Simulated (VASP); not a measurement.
# GeB6P8 (a cell with a defect) in VASP: a series of runs

Aim: see how the results for GeB6P8 (a cell with a defect) move with the level of theory and the settings. Levels: PBEsol, r2SCAN. Tasks: single point.

All numbers are computed with VASP 6.6.1; they aren't measurements. Logs are shortened: lines on timing, memory, paths and dates and some standing lists are left out, and cuts for length are marked.

### 1 The cell of the first run

The cell holds a defect, 15 atoms: a = 9.040 Å, b = 4.520 Å, c = 4.520 Å, α = 90.00°, β = 90.00°, γ = 90.00°.

### 2 Single point, PBEsol, collinear spin

File INCAR:

```
ALGO     = Normal         # electronic algorithm
EDIFF    = 1E-6           # SCF threshold, eV
ENCUT    = 420            # plane-wave cutoff, eV
GGA      = PS             # functional
GGA_COMPAT= F            
ISIF     = 2              # what is computed and relaxed
ISMEAR   = -1             # smearing method
ISPIN    = 2              # spin polarisation
ISYM     = -1           
LASPH    = T              # aspherical terms in the spheres
LCHARG   = F              # write CHGCAR
LORBIT   = 11             # projections on sites
LREAL    = Auto         
LWAVE    = F              # write WAVECAR
MAGMOM   = 0 0 0 0 0 0 0 0.44 0.44 0 0.44 0 0 0.44 0.44 # initial moments
NBANDS   = 53             # bands
NELM     = 200            # most SCF steps
PREC     = Accurate       # precision mode
SIGMA    = 0.05           # smearing width, eV
```

File KPOINTS:

```
explicit points
1
Reciprocal
  0.25000000   0.25000000   0.25000000 1
```

File POSCAR:

```
GeB6P8
1.0
    9.0403780000      0.0000000000      0.0000000000
    0.0000000000      4.5201890000      0.0000000000
    0.0000000000      0.0000000000      4.5201890000
B P Ge
6 8 1
Direct
    0.0102060000      0.0236830000      0.9977570000
    0.2364670000      0.5188010000      0.9815450000
    0.7437090000      0.4951320000      0.9826600000
    0.2461760000      0.0042610000      0.5014910000
    0.7497120000      0.9902800000      0.4980360000
    0.0025670000      0.5017680000      0.4975030000
    0.1302980000      0.2472630000      0.2525050000
    0.6241450000      0.2509310000      0.2568350000
    0.3779450000      0.7503170000      0.2273240000
    0.8767580000      0.7511140000      0.2426430000
    0.3608840000      0.2698890000      0.7506390000
    0.8691330000      0.2533440000      0.7528960000
    0.1237820000      0.7395760000      0.7642370000
    0.6302710000      0.7448380000      0.7444500000
    0.4938930000      0.5290170000      0.4876280000
```

Potentials or basis: VASP PAW PBE potentials, release 64 (B, P, Ge_d).

On the command line:

```sh
cat potpaw_PBE.64/B/POTCAR potpaw_PBE.64/P/POTCAR potpaw_PBE.64/Ge_d/POTCAR > POTCAR
mpirun -np 1 vasp_std > vasp.out
```

OUTCAR:

```text
EDIFF = 1E-6
   ENCUT = 420
   GGA = PS
   ISIF = 2
   ISMEAR = -1
   ISPIN = 2
   ISYM = -1
   LASPH = T
   LORBIT = 11
   LREAL = Auto
   NELM = 200
   PREC = Accurate

 ion  position               nearest neighbor table
   1  0.010  0.024  0.998-   7 1.88  13 1.95  12 1.98  10 2.05
   2  0.236  0.519  0.982-  13 1.73  11 1.90   7 1.98   9 1.99
   3  0.744  0.495  0.983-  14 1.87  12 1.89   8 1.98  10 2.04
   4  0.246  0.004  0.501-   7 1.89  11 1.95  13 2.02   9 2.07
   5  0.750  0.990  0.498-  14 1.91  10 1.95   8 1.97  12 1.98
   6  0.003  0.502  0.498-  13 1.95   7 1.97  10 1.97  12 2.01
   7  0.130  0.247  0.253-   1 1.88   4 1.89   6 1.97   2 1.98
   8  0.624  0.251  0.257-   5 1.97   3 1.98  15 2.01
   9  0.378  0.750  0.227-  15 1.87   2 1.99   4 2.07
  10  0.877  0.751  0.243-   5 1.95   6 1.97   3 2.04   1 2.05
  11  0.361  0.270  0.751-   2 1.90   4 1.95  15 2.06
  12  0.869  0.253  0.753-   3 1.89   5 1.98   1 1.98   6 2.01
  13  0.124  0.740  0.764-   2 1.73   6 1.95   1 1.95   4 2.02
  14  0.630  0.745  0.744-   3 1.87   5 1.91  15 1.95
  15  0.494  0.529  0.488-   9 1.87  14 1.95   8 2.01  11 2.06

IMPORTANT INFORMATION: All symmetrisations will be switched off!
NOSYMM: (Re-)initialisation of all symmetry stuff for point group C_1.

----------------------------------------------------------------------------------------

                                     Primitive cell

  volume of cell :     184.7140

  direct lattice vectors                    reciprocal lattice vectors
     9.040378000  0.000000000  0.000000000     0.110614844  0.000000000  0.000000000
     0.000000000  4.520189000  0.000000000     0.000000000  0.221229688  0.000000000
     0.000000000  0.000000000  4.520189000     0.000000000  0.000000000  0.221229688

  length of vectors
     9.040378000  4.520189000  4.520189000     0.110614844  0.221229688  0.221229688

  position of ions in fractional coordinates (direct lattice)
     0.010206000  0.023683000  0.997757000
     0.236467000  0.518801000  0.981545000
     0.743709000  0.495132000  0.982660000
     0.246176000  0.004261000  0.501491000
     0.749712000  0.990280000  0.498036000
     0.002567000  0.501768000  0.497503000
     0.130298000  0.247263000  0.252505000
     0.624145000  0.250931000  0.256835000
     0.377945000  0.750317000  0.227324000
     0.876758000  0.751114000  0.242643000
     0.360884000  0.269889000  0.750639000
     0.869133000  0.253344000  0.752896000
[... 159 lines left out ...]

 spin component 2

 k-point     1 :       0.2500    0.2500    0.2500
  band No.  band energies     occupation
      1     -17.8087      1.00000
      2     -17.7162      1.00000
      3     -17.6651      1.00000
      4     -17.5783      1.00000
      5     -17.5377      1.00000
      6      -7.7819      1.00000
[... 40 lines left out ...]
     47      12.6096      0.00000
     48      12.8361      0.00000
 [bands above 48 left out]

------------------------ aborting loop because EDIFF is reached ----------------------------------------

  FORCE on cell =-STRESS in cart. coord.  units (eV):
  Direction    XX          YY          ZZ          XY          YZ          ZX
  --------------------------------------------------------------------------------------
  -------------------------------------------------------------------------------------
  Total       25.7388138     20.5274612     19.5400347     -8.5920995     -9.9102166     11.0681019
  in kB      223.2540429    178.0516672    169.4868999    -74.5263932    -85.9595135     96.0028117
  external PRESSURE =     190.2642033 kB  Pullay stress =       0.0000000 kB

 VOLUME and BASIS-vectors are now :
 -----------------------------------------------------------------------------
  energy-cutoff  :      420.00
  volume of cell :      184.71
      direct lattice vectors                 reciprocal lattice vectors
     9.040378000  0.000000000  0.000000000     0.110614844  0.000000000  0.000000000
     0.000000000  4.520189000  0.000000000     0.000000000  0.221229688  0.000000000
     0.000000000  0.000000000  4.520189000     0.000000000  0.000000000  0.221229688

 POSITION                                       TOTAL-FORCE (eV/Angst)
 -----------------------------------------------------------------------------------
      0.09227      0.10705      4.51005        -1.845881     -1.413036     -0.056356
      2.13775      2.34508      4.43677         3.188609     -2.306062      3.086024
      6.72341      2.23809      4.44181         0.293084     -0.383091      1.459124
      2.22552      0.01926      2.26683         0.984690     -0.577688     -0.228637
      6.77768      4.47625      2.25122         0.252825      0.823717     -0.108332
      0.02321      2.26809      2.24881        -0.822563     -0.224544      0.154039
      1.17794      1.11768      1.14137        -1.018669      1.049738     -0.040378
      5.64251      1.13426      1.16094         3.400255     -4.343380     -3.858007
      3.41677      3.39157      1.02755        -7.417528      6.900770     -6.474777
      7.92622      3.39518      1.09679         0.258701      0.696270     -0.234490
      3.26253      1.21995      3.39303        -3.129838     -3.487691      2.513648
      7.85729      1.14516      3.40323         1.610624     -0.818226     -0.737199
      1.11904      3.34302      3.45450        -2.611563      3.506014     -3.236764
      5.69789      3.36681      3.36505         3.426625      4.736675      4.943710
      4.46498      2.39126      2.20417         3.430628     -4.159467      2.818397
 -----------------------------------------------------------------------------------
    total drift:                                0.000065      0.000406     -0.000994

  FREE ENERGIE OF THE ION-ELECTRON SYSTEM (eV)
  ---------------------------------------------------
  free  energy   TOTEN  =       -90.4366221152 eV

  energy  without entropy=      -90.3956500710  energy(sigma->0) =      -90.41613609

 total charge

# of ion       s       p       d       tot
------------------------------------------
    1        0.673   1.286   0.000   1.959
    2        0.699   1.396   0.000   2.095
    3        0.667   1.286   0.000   1.953
    4        0.658   1.252   0.000   1.910
    5        0.668   1.259   0.000   1.927
    6        0.661   1.250   0.000   1.912
    7        0.992   1.575   0.000   2.568
    8        1.016   1.618   0.000   2.634
    9        1.052   1.536   0.000   2.589
   10        0.999   1.520   0.000   2.518
   11        1.046   1.550   0.000   2.596
   12        0.996   1.553   0.000   2.549
   13        1.005   1.612   0.000   2.617
   14        1.010   1.689   0.000   2.699
   15        1.182   1.994  10.320  13.496
--------------------------------------------------
tot         13.324  22.377  10.320  46.021

 magnetization (x)

# of ion       s       p       d       tot
------------------------------------------
    1        0.000  -0.000   0.000  -0.000
    2       -0.000  -0.001   0.000  -0.001
    3       -0.000   0.000   0.000   0.000
    4       -0.000  -0.001   0.000  -0.001
    5       -0.000  -0.000   0.000  -0.000
    6        0.000   0.000   0.000   0.000
    7       -0.000   0.003   0.000   0.003
    8       -0.000  -0.007   0.000  -0.007
    9       -0.000   0.005   0.000   0.005
   10       -0.000  -0.002   0.000  -0.002
   11        0.003   0.026   0.000   0.029
   12       -0.000  -0.001   0.000  -0.001
   13       -0.000   0.002   0.000   0.002
   14       -0.001  -0.006   0.000  -0.007
   15        0.000   0.004   0.001   0.005
--------------------------------------------------
tot          0.000   0.023   0.001   0.024
```

OSZICAR:

```text
N       E                     dE             d eps       ncg     rms          rms(c)
DAV:   1     0.387089898708E+03    0.38709E+03   -0.27015E+04   299   0.166E+03
DAV:   2    -0.309765484884E+02   -0.41807E+03   -0.38862E+03   257   0.513E+02
[... 13 lines left out ...]
DAV:  16    -0.904366156150E+02   -0.42357E-05   -0.35707E-05   248   0.993E-03    0.713E-03
DAV:  17    -0.904366179415E+02   -0.23265E-05   -0.10788E-05   208   0.559E-03    0.648E-03
DAV:  18    -0.904366199180E+02   -0.19765E-05   -0.79722E-06   152   0.423E-03    0.634E-03
DAV:  19    -0.904366227032E+02   -0.27852E-05   -0.15652E-05   240   0.570E-03    0.639E-03
DAV:  20    -0.904366216434E+02    0.10599E-05   -0.25939E-06   136   0.339E-03    0.656E-03
DAV:  21    -0.904366221152E+02   -0.47181E-06   -0.41445E-07   136   0.151E-03
   1 F= -.90436622E+02 E0= -.90416136E+02  d E =-.409720E-01  mag=     0.0373
```

Wall time 52 s (1 thread of Intel Xeon Platinum 8259CL at 2.50GHz (Skylake/Cascade Lake), shared host); peak memory 0.26 GiB.

Results:

```
Free energy                                           : -90.4366 eV
Pressure                                              : 19.0 GPa
Largest force                                         : 12.023 eV/Å
Net moment                                            : 0.03 μB per cell
Site moments                                          : B -0.00, +0.00 (each value once); P +0.00, -0.01, +0.01, -0.00, +0.03 (each value once); Ge +0.01 μB
Valence electrons inside the program's atomic spheres : B 1.96, 2.10, 1.95, 1.91, 1.93 (each value once); P 2.57, 2.63, 2.59, 2.52, 2.60, 2.55, 2.62, 2.70; Ge 13.50
```

Forces in eV/Å, atoms in the order of the input:
```
B   -1.846 -1.413 -0.056
B    3.189 -2.306  3.086
B    0.293 -0.383  1.459
B    0.985 -0.578 -0.229
B    0.253  0.824 -0.108
B   -0.823 -0.225  0.154
P   -1.019  1.050 -0.040
P    3.400 -4.343 -3.858
P   -7.418  6.901 -6.475
P    0.259  0.696 -0.234
P   -3.130 -3.488  2.514
P    1.611 -0.818 -0.737
P   -2.612  3.506 -3.237
P    3.427  4.737  4.944
Ge   3.431 -4.159  2.818
```

Caveat: the PAW data sets were made with another functional, which shifts forces and pressure a little.

(Continued in part 2 of 2.)
